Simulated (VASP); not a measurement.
Wanted: the native input for a VASP 6.6.1 run.

```
Task                   : single point
Functional             : PBEsol
Potentials or basis    : VASP PAW PBE potentials, release 64 (Ge_d)
Cutoff                 : 520 eV
k mesh                 : 12 × 12 × 12
Occupations            : gaussian, width 0.1 eV
Spin                   : no spin polarisation
Dipole correction      : no
Further INCAR settings : ALGO = Normal; EDIFF = 1e-06; NBANDS = 21
```

The structure of Ge lies in POSCAR:

```
Ge
1.0
   -0.0010183572      2.9005076072      2.9429391572
    2.9005076072     -0.0010183572      2.9429391572
    2.8813851220      2.8813851220      0.0181041280
Ge
2
Direct
    0.5360006460      0.5360006460      0.5002375945
    0.7139993540      0.7139993540      0.7497624055
```

This cell differs from its parent crystal: strained and its atoms moved.

The input as run:

INCAR

```
SYSTEM = Ge
ALGO     = Normal         ! electronic algorithm
EDIFF    = 1E-6           ! SCF threshold, eV
ENCUT    = 520            ! plane-wave cutoff, eV
GGA      = PS             ! functional
ISIF     = 2              ! what is computed and relaxed
ISMEAR   = 0              ! smearing method
LASPH    = .TRUE.         ! aspherical terms in the spheres
LCHARG   = .FALSE.        ! write CHGCAR
LREAL    = .FALSE.        ! projectors in reciprocal space
LWAVE    = .FALSE.        ! write WAVECAR
NBANDS   = 21             ! bands
NELM     = 80             ! most SCF steps
PREC     = Accurate       ! precision mode
SIGMA    = 0.1            ! smearing width, eV
```

KPOINTS

```
k-points
0
G
  12 12 12
  0 0 0
```

Potentials or basis: VASP PAW PBE potentials, release 64 (Ge_d).

The run is started by

```bash
$ cat potpaw_PBE.64/Ge_d/POTCAR > POTCAR
$ mpirun -np 1 vasp_std > vasp.out
```

Results of the run:

| Quantity | Value |
| --- | --- |
| Pressure | 6.5 GPa |
| Largest force | 7.862 eV/Å |
| Band gap on the k mesh | zero (bands 14 and 15 overlap by 1.41 eV) |

Caveat: the cell differs from its parent crystal (strained and its atoms moved); the cell stands under pressure; the PAW data sets were made with another functional, which shifts forces and pressure a little.

It took 6.3 min on 1 thread of Intel(R) Xeon(R) Platinum 8488C (Sapphire Rapids), with other jobs on the host, peak memory 0.47 GiB.
